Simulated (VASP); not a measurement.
Wanted: the native input for a VASP 6.6.1 run.

* Task: single point
* Functional: r2SCAN
* Potentials or basis: VASP PAW PBE potentials, release 64 (Ti_sv, O)
* Cutoff: 520 eV
* k mesh: 6 × 6 × 8
* Occupations: gaussian, width 0.02 eV
* Spin: no spin polarisation
* Hubbard terms: Ti d U = 4.0 eV
* Dipole correction: no
* Further INCAR settings: ALGO = Normal; EDIFF = 1e-06; NBANDS = 33

The system is TiO2.

```
Ti O
1.0
     4.64906    0.00000    0.00000
     0.00000    4.64906    0.00000
     0.00000    0.00000    2.85848
Ti O
2 4
Direct
  0.50000 0.50000 0.00000
  0.00000 0.00000 0.50000
  0.69562 0.69562 0.50000
  0.80438 0.19562 0.00000
  0.19562 0.80438 0.00000
  0.30438 0.30438 0.50000
```

This cell differs from its parent crystal: uniaxial strain along c: -4.5 %.

The input as run:

POSCAR

```
TiO2
1.0
    4.6490552867      0.0000000000      0.0000000000
    0.0000000000      4.6490552867      0.0000000000
    0.0000000000      0.0000000000      2.8584826272
Ti O
2 4
Direct
    0.5000000000      0.5000000000      0.0000000000
    0.0000000000      0.0000000000      0.5000000000
    0.6956231230      0.6956231230      0.5000000000
    0.8043768770      0.1956231230      0.0000000000
    0.1956231230      0.8043768770      0.0000000000
    0.3043768770      0.3043768770      0.5000000000
```

INCAR.step1

```
PREC = Accurate
ENCUT = 520
ISMEAR = 0
SIGMA = 0.02
LREAL = False
LASPH = True
NELM = 150
LMAXMIX = 4
LDAU = True
LDAUTYPE = 2
LDAUL = 2 -1
LDAUU = 4 0
LDAUJ = 0 0
NBANDS = 33
GGA = PE
ALGO = Normal
EDIFF = 1E-4
LWAVE = True
LCHARG = False
```

INCAR.step2

```
PREC = Accurate
ENCUT = 520
EDIFF = 1E-6
ISMEAR = 0
SIGMA = 0.02
LREAL = False
LASPH = True
NELM = 150
ALGO = Normal
ISIF = 2
LWAVE = False
LCHARG = False
LMAXMIX = 4
LDAU = True
LDAUTYPE = 2
LDAUL = 2 -1
LDAUU = 4 0
LDAUJ = 0 0
LDAUPRINT = 1
METAGGA = R2SCAN
LMIXTAU = True
NBANDS = 33
ISTART = 1
```

KPOINTS

```
regular mesh
0
Gamma
  6 6 8
```

Potentials or basis: VASP PAW PBE potentials, release 64 (Ti_sv, O).

The run is started by

```console
$ cat potpaw_PBE.64/Ti_sv/POTCAR potpaw_PBE.64/O/POTCAR > POTCAR
$ cp INCAR.step1 INCAR
$ mpirun -np 1 vasp_std > vasp.out
$ cp INCAR.step2 INCAR
$ mpirun -np 1 vasp_std > vasp.out
```

Results of the run:

```json
{
  "Pressure": "14.2 GPa",
  "Largest force": "0.358 eV/Å",
  "Band gap on the k mesh": "2.84 eV (least direct gap 2.88 eV)"
}
```

Caveat: the cell differs from its parent crystal (uniaxial strain along c: -4.5 %); the cell stands under pressure; the PAW data sets were made with another functional, which shifts forces and pressure a little.

Wall time 3 min on 1 thread of Intel(R) Xeon(R) 6975P-C (Granite Rapids), on a shared host, peak memory 0.22 GiB.
